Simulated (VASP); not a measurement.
# PC3 (Pm-3n) in VASP: further runs

Runs on PC3. Level: PBE. Tasks: single point.

All numbers are computed with VASP 6.6.1; they aren't measurements. Logs are shortened: lines on timing, memory, paths and dates and some standing lists are left out, and cuts for length are marked.

## Step 1: The cell of the first run

Symmetry: Pm-3n, No. 223, cubic system. Conventional cell: a = 4.060 Å, b = 4.060 Å, c = 4.060 Å, α = 90.00°, β = 90.00°, γ = 90.00°. P (site symmetry m-3) has 12 C at 2.27 Å within 3.0 Å. Within 2.7 Å of C (site symmetry -4m2) lie 10 C at 2.03 to 2.49 Å and 4 P at 2.27 Å.

## Step 2: Single point, PBE

Contents of INCAR:

```
SYSTEM = PC3
  ALGO = Normal
  EDIFF = 1E-6
  ENCUT = 520
  GGA = PE
  ISIF = 2
  ISMEAR = 0
  LASPH = .True.
  LCHARG = .True.
  LELF = .True.
  LREAL = .False.
  LVHAR = .True.
  LWAVE = .False.
  NBANDS = 27
  NELM = 100
  PREC = Accurate
  SIGMA = 0.1
```

Contents of KPOINTS:

```
k-points
0
Gamma
  4 4 4
  0 0 0
```

Contents of POSCAR:

```
PC3
1.0
    4.0598565852      0.0000000000      0.0000000000
    0.0000000000      4.0598565852      0.0000000000
    0.0000000000      0.0000000000      4.0598565852
P C
2 6
Direct
    0.0000000000      0.0000000000      0.0000000000
    0.5000000000      0.5000000000      0.5000000000
    0.2500000000      0.0000000000      0.5000000000
    0.5000000000      0.7500000000      0.0000000000
    0.7500000000      0.0000000000      0.5000000000
    0.5000000000      0.2500000000      0.0000000000
    0.0000000000      0.5000000000      0.7500000000
    0.0000000000      0.5000000000      0.2500000000
```

Potentials or basis: VASP PAW PBE potentials, release 64 (P, C).

Started as:

```sh
$ cat potpaw_PBE.64/P/POTCAR potpaw_PBE.64/C/POTCAR > POTCAR
$ mpirun -np 1 vasp_std > vasp.out
```

OUTCAR:

```text
SYSTEM = PC3
   EDIFF = 1E-6
   ENCUT = 520
   GGA = PE
   ISIF = 2
   ISMEAR = 0
   LASPH = .True.
   LREAL = .False.
   NELM = 100
   PREC = Accurate

 ion  position               nearest neighbor table
   1  0.000  0.000  0.000-   3 2.27   4 2.27   5 2.27   6 2.27   7 2.27   8 2.27   3 2.27   5 2.27
                             7 2.27   8 2.27   4 2.27   6 2.27
   2  0.500  0.500  0.500-   3 2.27   4 2.27   5 2.27   6 2.27   7 2.27   8 2.27   4 2.27   6 2.27
                             3 2.27   5 2.27   7 2.27   8 2.27
   3  0.250  0.000  0.500-   5 2.03   5 2.03   1 2.27   1 2.27   2 2.27   2 2.27
   4  0.500  0.750  0.000-   6 2.03   6 2.03   1 2.27   2 2.27   2 2.27   1 2.27
   5  0.750  0.000  0.500-   3 2.03   3 2.03   1 2.27   1 2.27   2 2.27   2 2.27
   6  0.500  0.250  0.000-   4 2.03   4 2.03   1 2.27   2 2.27   2 2.27   1 2.27
   7  0.000  0.500  0.750-   8 2.03   8 2.03   1 2.27   2 2.27   1 2.27   2 2.27
   8  0.000  0.500  0.250-   7 2.03   7 2.03   1 2.27   2 2.27   1 2.27   2 2.27

  LATTYP: Found a simple cubic cell.
 ALAT       =     4.0598565852

  Lattice vectors:

 A1 = (   4.0598565852,   0.0000000000,   0.0000000000)
 A2 = (   0.0000000000,   4.0598565852,   0.0000000000)
 A3 = (   0.0000000000,   0.0000000000,   4.0598565852)

Analysis of symmetry for initial positions (statically):
=====================================================================
 Subroutine PRICEL returns:
 Original cell was already a primitive cell.

 Routine SETGRP: Setting up the symmetry group for a
 simple cubic supercell.

 Subroutine GETGRP returns: Found 48 space group operations
 (whereof 24 operations were pure point group operations)
 out of a pool of 48 trial point group operations.

The static configuration has the point symmetry T_h .
 The point group associated with its full space group is O_h .

Analysis of symmetry for dynamics (positions and initial velocities):
=====================================================================
 Subroutine PRICEL returns:
 Original cell was already a primitive cell.

 Routine SETGRP: Setting up the symmetry group for a
 simple cubic supercell.

 Subroutine GETGRP returns: Found 48 space group operations
 (whereof 24 operations were pure point group operations)
 out of a pool of 48 trial point group operations.

The dynamic configuration has the point symmetry T_h .
 The point group associated with its full space group is O_h .

 Subroutine INISYM returns: Found 48 space group operations
 (whereof 24 operations are pure point group operations),
 and found     1 'primitive' translations

----------------------------------------------------------------------------------------

                                     Primitive cell

  volume of cell :      66.9163

  direct lattice vectors                    reciprocal lattice vectors
     4.059856585  0.000000000  0.000000000     0.246314119  0.000000000  0.000000000
     0.000000000  4.059856585  0.000000000     0.000000000  0.246314119  0.000000000
     0.000000000  0.000000000  4.059856585     0.000000000  0.000000000  0.246314119

  length of vectors
     4.059856585  4.059856585  4.059856585     0.246314119  0.246314119  0.246314119

  position of ions in fractional coordinates (direct lattice)
     0.000000000  0.000000000  0.000000000
     0.500000000  0.500000000  0.500000000
     0.250000000  0.000000000  0.500000000
     0.500000000  0.750000000  0.000000000
     0.750000000  0.000000000  0.500000000
     0.500000000  0.250000000  0.000000000
     0.000000000  0.500000000  0.750000000
     0.000000000  0.500000000  0.250000000

  ion indices of the primitive-cell ions
   primitive index   ion index
                 1           1
                 2           2
                 3           3
                 4           4
                 5           5
                 6           6
                 7           7
                 8           8

----------------------------------------------------------------------------------------

 KPOINTS: k-points

Automatic generation of k-mesh.
 Grid dimensions read from file:
 generate k-points for:    4    4    4

 Generating k-lattice:

  Cartesian coordinates                     Fractional coordinates (reciprocal lattice)
     0.061578530  0.000000000  0.000000000     0.250000000  0.000000000  0.000000000
     0.000000000  0.061578530  0.000000000     0.000000000  0.250000000  0.000000000
     0.000000000  0.000000000  0.061578530     0.000000000  0.000000000  0.250000000

  Length of vectors
     0.061578530  0.061578530  0.061578530

  Shift w.r.t. Gamma in fractional coordinates (k-lattice)
     0.000000000  0.000000000  0.000000000

 Subroutine IBZKPT returns following result:
 ===========================================

 Found     10 irreducible k-points:

 Following reciprocal coordinates:
            Coordinates               Weight
  0.000000  0.000000  0.000000      1.000000
  0.250000  0.000000  0.000000      6.000000
  0.500000  0.000000  0.000000      3.000000
  0.250000  0.250000  0.000000     12.000000
  0.500000  0.250000  0.000000     12.000000
  0.500000  0.500000  0.000000      3.000000
  0.250000  0.250000  0.250000      8.000000
  0.500000  0.250000  0.250000     12.000000
  0.500000  0.500000  0.250000      6.000000
  0.500000  0.500000  0.500000      1.000000
   k-points           NKPTS =     10   k-points in BZ     NKDIM =     10   number of bands    NBANDS=     27
   number of dos      NEDOS =    301   number of ions     NIONS =      8
   total plane-waves  NPLWV =  27000
   dimension x,y,z NGX =    30 NGY =   30 NGZ =   30
   dimension x,y,z NGXF=    60 NGYF=   60 NGZF=   60
   ions per type =               2   6
   NGX,Y,Z   is equivalent  to a cutoff of  12.28, 12.28, 12.28 a.u.
   NGXF,Y,Z  is equivalent  to a cutoff of  24.57, 24.57, 24.57 a.u.
 SYSTEM =  PC3
   PREC   = accura    normal or accurate (medium, high low for compatibility)
   ISTART =      0    job   : 0-new  1-cont  2-samecut
   ICHARG =      2    charge: 1-file 2-atom 10-const
   ISPIN  =      1    spin polarized calculation?
   LNONCOLLINEAR =      F non collinear calculations
   LSORBIT =      F    spin-orbit coupling
   LASPH  =      T    aspherical Exc in radial PAW
   ENCUT  =  520.0 eV  38.22 Ry    6.18 a.u.   7.55  7.55  7.55*2*pi/ulx,y,z
   NELM   =    100;   NELMIN=  2; NELMDL= -5     # of ELM steps
   EDIFF  = 0.1E-05   stopping-criterion for ELM
   LREAL  =      F    real-space projection
   EDIFFG = 0.1E-04   stopping-criterion for IOM
   NSW    =      0    number of steps for IOM
   IBRION =     -1    ionic relax: 0-MD 1-quasi-New 2-CG
   NFREE  =      0    steps in history (QN), initial steepest desc. (CG)
   ISIF   =      2    stress and relaxation
   ISYM   =      2    0-nonsym 1-usesym 2-fastsym
   POTIM  = 0.5000    time-step for ionic-motion
   TEBEG  =    0.0;   TEEND  =   0.0 temperature during run
   PSTRESS=    0.0 pullay stress
   NELECT =      34.0000    total number of electrons
   NUPDOWN=      -1.0000    fix difference up-down
   EMIN   =  10.00;   EMAX   =-10.00  energy-range for DOS
   EFERMI =   0.00;   METHOD = LEGACY
   ISMEAR =     0;   SIGMA  =   0.10  broadening in eV -4-tet -1-fermi 0-gaus
   EFERMI_NEDOS =   21; number of points for ismear=-14 and -15
   IALGO  =     38    algorithm
   IMIX   =      4    mixing-type and parameters
     AMIX     =   0.40;   BMIX     =  1.00
     AMIX_MAG =   1.60;   BMIX_MAG =  1.00
  volume/ion in A,a.u.               =       8.36        56.45
  Fermi-wavevector in a.u.,A,eV,Ry     =   1.306343  2.468630 23.218766  1.706531
  Thomas-Fermi vector in A             =   2.437151
   LORBIT       =      0    0 simple, 1 ext, 2 COOP (PROOUT), +10 PAW based schemes
   GGA     = PE    functional components
   LHFCALC =     F    Hartree Fock is set to
   AEXX    =    0.0000 exact exchange contribution
   IVDW    =     0    specifies the selected vdW correction
   LEPSILON=     F    determine dielectric tensor
   LRPA    =     F    only Hartree local field effects (RPA)
 non-spin polarized calculation
 Gauss-broadening in eV      SIGMA  =   0.10
  energy-cutoff  :      520.00
  volume of cell :       66.92
 maximum number of plane-waves:      1856
   NGX = 15   NGY = 15   NGZ = 15

 number of electron      33.9999996 magnetization

 Free energy of the ion-electron system (eV)
  ---------------------------------------------------
  ext. energy  EPLUGINS =         0.00000000
  ---------------------------------------------------
  free energy    TOTEN  =       -38.60322938 eV

  energy without entropy =      -38.57845795  energy(sigma->0) =      -38.59084367

 E-fermi :   9.3002     XC(G=0): -12.5945

 val. band max:        9.1723760376   @ k =   0.5000   0.5000   0.2500
 cond. band min:       9.3184630782   @ k =   0.2500   0.0000   0.0000
 fundamental gap:      0.1460870406
 Fermi energy:         9.3002027265

 k-point     1 :       0.0000    0.0000    0.0000
  band No.  band energies     occupation
      1      -9.2871      2.00000
      2      -2.1204      2.00000
      3      -2.0987      2.00000
      4      -2.0987      2.00000
      5      -0.8677      2.00000
      6      -0.8677      2.00000
[... 19 lines left out ...]
     26      15.4734      0.00000
     27      15.4798      0.00000

 k-point     2 :       0.2500    0.0000    0.0000
  band No.  band energies     occupation
      1      -8.7910      2.00000
      2      -4.8864      2.00000
      3      -1.6795      2.00000
      4      -1.6324      2.00000
      5      -0.4005      2.00000
      6      -0.4005      2.00000
[... 232 lines left out ...]
 k-point    10 :       0.5000    0.5000    0.5000
  band No.  band energies     occupation
      1      -3.5719      2.00000
      2      -3.5719      2.00000
      3      -3.3997      2.00000
      4      -3.3997      2.00000
      5      -3.3997      2.00000
      6      -3.3997      2.00000
[... 19 lines left out ...]
     26      11.9378      0.00000
     27      13.5590      0.00000

------------------------ aborting loop because EDIFF is reached ----------------------------------------

  FORCE on cell =-STRESS in cart. coord.  units (eV):
  Direction    XX          YY          ZZ          XY          YZ          ZX
  --------------------------------------------------------------------------------------
  -------------------------------------------------------------------------------------
  Total       -0.2145393     -0.2145393     -0.2145393      0.0000000     -0.0000000      0.0000000
  in kB       -5.1367149     -5.1367149     -5.1367149      0.0000000     -0.0000000      0.0000000
  external PRESSURE =      -5.1367149 kB  Pullay stress =       0.0000000 kB

 VOLUME and BASIS-vectors are now :
 -----------------------------------------------------------------------------
  energy-cutoff  :      520.00
  volume of cell :       66.92
      direct lattice vectors                 reciprocal lattice vectors
     4.059856585  0.000000000  0.000000000     0.246314119  0.000000000  0.000000000
     0.000000000  4.059856585  0.000000000     0.000000000  0.246314119  0.000000000
     0.000000000  0.000000000  4.059856585     0.000000000  0.000000000  0.246314119

 POSITION                                       TOTAL-FORCE (eV/Angst)
 -----------------------------------------------------------------------------------
      0.00000      0.00000      0.00000        -0.000000      0.000000      0.000000
      2.02993      2.02993      2.02993        -0.000000      0.000000      0.000000
      1.01496      0.00000      2.02993        -0.000000      0.000000      0.000000
      2.02993      3.04489      0.00000         0.000000      0.000000      0.000000
      3.04489      0.00000      2.02993         0.000000     -0.000000     -0.000000
      2.02993      1.01496      0.00000        -0.000000      0.000000     -0.000000
      0.00000      2.02993      3.04489        -0.000000      0.000000      0.000000
      0.00000      2.02993      1.01496        -0.000000      0.000000     -0.000000
 -----------------------------------------------------------------------------------
    total drift:                                0.000000      0.000000      0.000000

  FREE ENERGIE OF THE ION-ELECTRON SYSTEM (eV)
  ---------------------------------------------------
  free  energy   TOTEN  =       -38.6032293849 eV

  energy  without entropy=      -38.5784579512  energy(sigma->0) =      -38.59084367
```

Run time: 14 s. Hardware: 1 thread of Intel Xeon 6975P-C, shared host; peak memory 0.16 GiB.

Results:

- Free energy: -38.6032 eV
- Pressure: -0.5 GPa
- Band gap on the k mesh: zero (band 17 reaches 9.97 eV, above the bottom of band 18 at 7.22 eV)

Levels at points of the mesh, in eV from the Fermi level:
```csv
k point,band 13,band 14,band 15,band 16,band 17,band 18,band 19,band 20
"(0.00, 0.00, 0.00)",-3.47,-3.47,-3.47,-3.20,-2.08,-2.08,-2.08,0.13
"(0.50, 0.00, 0.00)",-2.85,-2.85,-1.40,-1.40,-0.68,-0.68,-0.54,-0.54
"(0.50, 0.50, 0.00)",-1.11,-0.63,-0.57,-0.57,0.26,0.26,1.00,1.70
"(0.50, 0.50, 0.50)",-0.16,-0.16,0.64,0.64,0.64,0.64,1.32,1.32
```

Caveat: the k points lie up to 0.39 Å⁻¹ apart.

## Step 3: Single point, PBE

This run uses another cell than the first one, of 11.83 Å³/atom, 1.415 times its volume.

Contents of INCAR:

```
PREC = Accurate ; ENCUT = 520
EDIFF = 1E-6 ; ISMEAR = 0
SIGMA = 0.1 ; LREAL = F
LASPH = T ; NELM = 60
ALGO = Normal ; ISIF = 2
LWAVE = F ; LCHARG = F
GGA = PE ; NBANDS = 27
```

Contents of KPOINTS:

```
regular mesh
0
Gamma
  4 4 4
```

POSCAR: that of step 2 with these lines changed.

```diff
@@ -2,5 +2,5 @@
 1.0
-    4.0598565852      0.0000000000      0.0000000000
-    0.0000000000      4.0598565852      0.0000000000
-    0.0000000000      0.0000000000      4.0598565852
+    4.5576712800      0.0000000000      0.0000000000
+    0.0000000000      4.5576712800      0.0000000000
+    0.0000000000      0.0000000000      4.5576712800
 P C
```

Potentials or basis: VASP PAW PBE potentials, release 64 (P, C).

Started as:

```sh
$ cat potpaw_PBE.64/P/POTCAR potpaw_PBE.64/C/POTCAR > POTCAR
$ mpirun -np 1 vasp_std > vasp.out
```

Wall time 20 s (1 thread of Intel Xeon 6975P-C, shared host); peak memory 0.2 GiB.

It converged, with:

```yaml
Free_energy: -35.9750 eV
Pressure: -24.0 GPa
Band_gap_on_the_k_mesh: zero (band 17 reaches 5.89 eV, above the bottom of band 18 at 4.15 eV)
```

Levels at points of the mesh, in eV from the Fermi level:
| k point | band 14 | band 15 | band 16 | band 17 | band 18 | band 19 | band 20 | band 21 |
| --- | --- | --- | --- | --- | --- | --- | --- | --- |
| (0.00, 0.00, 0.00) | -2.20 | -2.20 | -2.20 | -0.74 | -0.74 | -0.74 | -0.35 | 1.64 |
| (0.50, 0.00, 0.00) | -2.58 | -0.96 | -0.96 | 0.04 | 0.04 | 0.29 | 0.29 | 1.84 |
| (0.50, 0.50, 0.00) | -0.86 | -0.12 | -0.12 | 0.19 | 0.19 | 1.07 | 1.56 | 2.27 |
| (0.50, 0.50, 0.50) | -0.74 | 0.97 | 0.97 | 1.01 | 1.01 | 1.01 | 1.01 | 1.38 |
